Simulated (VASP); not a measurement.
Wanted: the native input for a VASP 6.6.1 run.

| Item | Value |
| --- | --- |
| Task | single point |
| Functional | r2SCAN |
| Potentials or basis | VASP PAW PBE potentials, release 64 (Ru_sv) |
| Cutoff | 620 eV |
| k mesh | 11 × 11 × 6 |
| Occupations | fermi-dirac, width 0.05 eV |
| Spin | no spin polarisation |
| Dipole correction | no |
| Further INCAR settings | ALGO = Normal; EDIFF = 1e-06; NBANDS = 23 |

Ru:

```
Ru
1.0
     2.70214    0.00000    0.00000
    -1.35107    2.34013    0.00000
     0.00000    0.00000    4.26794
Ru
2
Direct
  0.66667 0.33333 0.75000
  0.33333 0.66667 0.25000
```

The input as run:

POSCAR

```
Ru
1.0
    2.7021436369      0.0000000000      0.0000000000
   -1.3510718184      2.3401250342      0.0000000000
    0.0000000000      0.0000000000      4.2679422937
Ru
2
Direct
    0.6666666667      0.3333333333      0.7500000000
    0.3333333333      0.6666666667      0.2500000000
```

INCAR.step1

```
SYSTEM = Ru
PREC = Accurate ; ENCUT = 620
ISMEAR = -1 ; SIGMA = 0.05
LREAL = .False. ; LASPH = .True.
NELM = 120 ; NBANDS = 23
GGA = PE ; ALGO = Normal
EDIFF = 1E-5 ; LWAVE = .True.
LCHARG = .False. ; GGA_COMPAT = .False.
```

INCAR.step2

```
SYSTEM = Ru
PREC = Accurate ; ENCUT = 620
EDIFF = 1E-6 ; ISMEAR = -1
SIGMA = 0.05 ; LREAL = .False.
LASPH = .True. ; NELM = 120
ALGO = Normal ; ISIF = 2
LWAVE = .False. ; LCHARG = .True.
METAGGA = R2SCAN ; LMIXTAU = .True.
LELF = .True. ; LVHAR = .True.
NBANDS = 23 ; ISTART = 1
GGA_COMPAT = .False.
```

KPOINTS

```
Automatic mesh
0
Gamma
  11 11 6
  0 0 0
```

Potentials or basis: VASP PAW PBE potentials, release 64 (Ru_sv).

Launch:

```bash
$ cat potpaw_PBE.64/Ru_sv/POTCAR > POTCAR
$ cp INCAR.step1 INCAR
$ mpirun -np 1 vasp_std > vasp.out
$ cp INCAR.step2 INCAR
$ mpirun -np 1 vasp_std > vasp.out
```

Results of the run:

| Quantity | Value |
| --- | --- |
| Pressure | 0.1 GPa |
| Band gap on the k mesh | zero (bands 16 and 17 overlap by 3.24 eV) |

Caveat: the PAW data sets were made with another functional, which shifts forces and pressure a little.

Wall time 58 s on 1 thread of Intel(R) Xeon(R) 6975P-C (Granite Rapids) (shared host), peak memory 0.18 GiB.
